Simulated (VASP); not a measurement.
Crystal: Cd4SeS3.

```
Cd Se S
1.0
     4.10160    0.00000    0.00000
    -2.05080    3.55209    0.00000
     0.00000    0.00000   13.38962
Cd Se S
4 1 3
Cartesian
  0.0000 2.3681 0.0000
  0.0000 2.3681 6.6948
  2.0508 1.1840 3.3474
  2.0508 1.1840 10.0422
  0.0000 2.3681 9.2723
  0.0000 2.3681 2.5775
  2.0508 1.1840 5.9249
  2.0508 1.1840 12.6197
```

| Item | Value |
| --- | --- |
| Program | VASP 6.6.1 |
| Task | relaxation of cell and atoms |
| Functional | PBE |
| Potentials or basis | VASP PAW PBE potentials, release 64 (Cd, Se, S) |
| Cutoff | 600 eV |
| k mesh | 6 × 6 × 2 |
| Occupations | gaussian, width 0.1 eV |
| Spin | no spin polarisation |

At the start: pressure 7.1 GPa; volume 24.38 Å³/atom.

Q: Where does the relaxation end?

A: Over 11 steps the energy falls by 68.1 meV/atom and the volume is 27.03 Å³/atom (+10.9 %); space group P3m1 (No. 156, to 0.1 Å) before and after.

Step by step:
| step | energy change (eV) | largest force (eV/Å) | pressure (GPa) | volume (Å³) |
| --- | --- | --- | --- | --- |
| 1 | 0.0000 | 1.0207 | 7.10 | 195.08 |
| 2 | -0.4307 | 0.2996 | -2.09 | 227.15 |
| 3 | -0.4957 | 0.4226 | -0.11 | 217.49 |
| 4 | -0.4956 | 0.4134 | -0.22 | 217.95 |
| 5 | -0.5102 | 0.3061 | -0.16 | 217.64 |
| 6 | -0.5306 | 0.2823 | 0.00 | 216.71 |
| 7 | -0.5397 | 0.1017 | 0.04 | 216.47 |
| 8 | -0.5411 | 0.1258 | 0.06 | 216.32 |
| 9 | -0.5440 | 0.0649 | -0.06 | 216.79 |
| 10 | -0.5440 | 0.0654 | -0.08 | 216.87 |
| 11 | -0.5449 | 0.0362 | 0.07 | 216.25 |

Final structure:
```cif
data_structure
_symmetry_space_group_name_H-M 'P 1'
_symmetry_Int_Tables_number 1
_cell_length_a 4.2470
_cell_length_b 4.2470
_cell_length_c 13.8440
_cell_angle_alpha 90.000
_cell_angle_beta 90.000
_cell_angle_gamma 120.000
_cell_volume 216.25
loop_
_atom_site_label
_atom_site_type_symbol
_atom_site_fract_x
_atom_site_fract_y
_atom_site_fract_z
_atom_site_occupancy
Cd1 Cd 0.33333 0.66667 0.00464 1
Cd2 Cd 0.33333 0.66667 0.49442 1
Cd3 Cd 0.66667 0.33333 0.24994 1
Cd4 Cd 0.66667 0.33333 0.76037 1
Se1 Se 0.33333 0.66667 0.68810 1
S1 S 0.33333 0.66667 0.19065 1
S2 S 0.66667 0.33333 0.43593 1
S3 S 0.66667 0.33333 0.94595 1
```
